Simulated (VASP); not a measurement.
Here is a VASP 6.6.1 calculation.

Contents of INCAR:

```
PREC = Accurate
ENCUT = 520
EDIFF = 1E-6
ISMEAR = -1
SIGMA = 0.05
LREAL = False
LASPH = True
NELM = 100
ALGO = Normal
ISIF = 2
LWAVE = False
LCHARG = False
NBANDS = 35
```

The input KPOINTS:

```
regular mesh
0
Gamma
  9 9 2
```

The input POSCAR:

```
Te2Mo
1.0
    3.5182000000      0.0000000000      0.0000000000
   -1.7591000000      3.0468505756      0.0000000000
    0.0000000000      0.0000000000     13.9736000000
Te Mo
4 2
Direct
    0.6666666667      0.3333333333      0.3790000000
    0.3333333333      0.6666666667      0.8790000000
    0.6666666667      0.3333333333      0.1210000000
    0.3333333333      0.6666666667      0.6210000000
    0.6666666667      0.3333333333      0.7500000000
    0.3333333333      0.6666666667      0.2500000000
```

Potentials or basis: VASP PAW LDA potentials, release 64 (Te, Mo_sv).

Launch:

```bash
$ cat potpaw_LDA.64/Te/POTCAR potpaw_LDA.64/Mo_sv/POTCAR > POTCAR
$ mpirun -np 1 vasp_std > vasp.out
```

**Question.** What does it give for the band gap on the k mesh?

**Answer.** 0.75 eV, indirect (least direct gap 1.03 eV).

**Question.** What does it give for the largest force?

**Answer.** 0.240 eV/Å.

Forces in eV/Å, atoms in the order of the input:
```
Te   0.000  0.000 -0.240
Te   0.000  0.000 -0.240
Te   0.000  0.000  0.240
Te   0.000  0.000  0.240
Mo   0.000  0.000  0.000
Mo   0.000  0.000  0.000
```

Caveat: spin-orbit coupling is left out, which moves the levels of the heavy elements.

**What was measured.**

“Broadband infrared study of pressure-tunable Fano resonance and metallization transition in 2H-MoTe2”, 2022, pmc:9569381 quotes, for a bulk crystal of Te2Mo at 300 K: band gap 0.88 ± 0.05 eV (indirect).

Measured gap of Te2Mo: 0.88 eV (indirect; 300 K; quoted in “Broadband infrared study of pressure-tunable Fano resonance and metallization transition in 2H-MoTe2”, 2022, pmc:9569381). This calculation gives 0.75 eV (-0.13 eV). Spin-orbit coupling on Mo, Te is left out. The value is that of LDA on a finite k mesh, which can miss the band edges, without temperature or zero-point motion. Semilocal functionals fall short of measured gaps as a rule.
